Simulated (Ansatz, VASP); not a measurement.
KCl in VASP and in Ansatz

```
CELL_PARAMETERS angstrom
0.00000 3.15610 2.90361
3.15610 0.00000 2.90361
3.15610 3.15610 0.00000
ATOMIC_POSITIONS crystal
K 0.00000 0.00000 0.00000
Cl 0.50000 0.50000 0.50000
```

Change from the starting cell: strain +0.000 along x and y, -0.080 along z, atoms carried along.

Alike in both runs: task single point; functional r2SCAN; k mesh 6 × 6 × 6; occupations gaussian, width 0.05 eV; no spin polarisation.

|  | VASP | Ansatz |
| --- | --- | --- |
| version | VASP 6.6.1 | Ansatz 0.2.0 |
| potentials or method | VASP PAW PBE potentials, release 64 (K_sv, Cl), cutoff 550 eV | scalar-relativistic, plane waves, PAW |
| valence electrons in the cell | 16 | 16 |

```tsv
	VASP	Ansatz	Ansatz less VASP
gap on the k mesh at the Fermi level (eV)	5.97	5.97	-0.004
least direct gap on the mesh (eV)	5.97	5.97	-0.004
pressure (GPa)	2.3	2.3	-0.02
traceless stress, the component that is largest in VASP (GPa)	3.90	3.85	-0.052
```

VASP's potentials were made for PBE, not for r2SCAN. With one functional, cell and mesh, what is left measures potentials, basis and numerics.
